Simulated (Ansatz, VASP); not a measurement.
**TaAs: VASP beside Ansatz**

```
Ta As
1.0
     3.21467    0.00000    0.00000
     0.00000    3.21467    0.00000
     0.00000    0.00000    3.21467
Ta As
1 1
Cartesian
  1.6073 1.6073 1.6073
  0.0000 0.0000 0.0000
```

Alike in both runs: functional PBE; k mesh 18 × 18 × 18; occupations gaussian, width 0.1 eV; no spin polarisation.

Ansatz relaxed the structure, and its values are those at the end. VASP's run is a single point on that final structure, the one shown.

```csv
,VASP,Ansatz
version,VASP 6.6.1,Ansatz 0.2.0
potentials or method,"VASP PAW PBE potentials, release 64 (Ta_pv, As), cutoff 520 eV","scalar-relativistic, plane waves, PAW"
valence electrons in the cell,16,28
```

|  | VASP | Ansatz | Ansatz less VASP |
| --- | --- | --- | --- |
| gap on the k mesh at the Fermi level (eV) | none | none | - |
| pressure (GPa) | 0.4 | 0.0 | -0.41 |

A gap of «none» marks a metal or a gap that the smearing closes. VASP's potentials hold 16 valence electrons a cell and Ansatz's 28, so a difference there can come from the potentials and not from the codes.

Spin-orbit coupling is off throughout.
